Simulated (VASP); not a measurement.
Wanted: the native input for a VASP 6.6.1 run.

* Task: single point
* Functional: PBE
* Potentials or basis: VASP PAW PBE potentials, release 64 (Ca_sv, Se)
* Cutoff: 400 eV
* k mesh: 4 × 4 × 1
* Occupations: gaussian, width 0.1 eV
* Spin: no spin polarisation
* Dipole correction: yes
* Further INCAR settings: ALGO = Normal; EDIFF = 1e-06; NBANDS = 15; NELMDL = -8

The structure of CaSe lies in POSCAR:

```
CaSe
1.0
    4.2983344000      0.0000000000      0.0000000000
    0.0000000000      4.2983344000      0.0000000000
    0.0000000000      0.0000000000     14.0000000000
Ca Se
1 1
Direct
    0.0000000000      0.0000000000      0.5000000000
    0.5000000000      0.5000000000      0.5000000000
```

The cell was generated, and may not be a known phase.

The input as run:

INCAR

```
PREC = Accurate
ENCUT = 400
EDIFF = 1E-6
ISMEAR = 0
SIGMA = 0.1
LREAL = False
LASPH = True
NELM = 120
ALGO = Normal
ISIF = 2
LWAVE = False
LCHARG = False
LDIPOL = True
IDIPOL = 3
DIPOL = 0.5 0.5 0.500
GGA = PE
NBANDS = 15
GGA_COMPAT = False
NELMDL = -8
```

KPOINTS

```
Automatic mesh
0
Gamma
  4 4 1
```

Potentials or basis: VASP PAW PBE potentials, release 64 (Ca_sv, Se).

Run with:

```sh
$ cat potpaw_PBE.64/Ca_sv/POTCAR potpaw_PBE.64/Se/POTCAR > POTCAR
$ mpirun -np 1 vasp_std > vasp.out
```

It gave:

```
Band gap on the k mesh : 2.23 eV (least direct gap 2.39 eV)
```

Wall time 58 s on 1 thread of Intel Xeon 8259CL, on a shared host, peak memory 0.25 GiB.
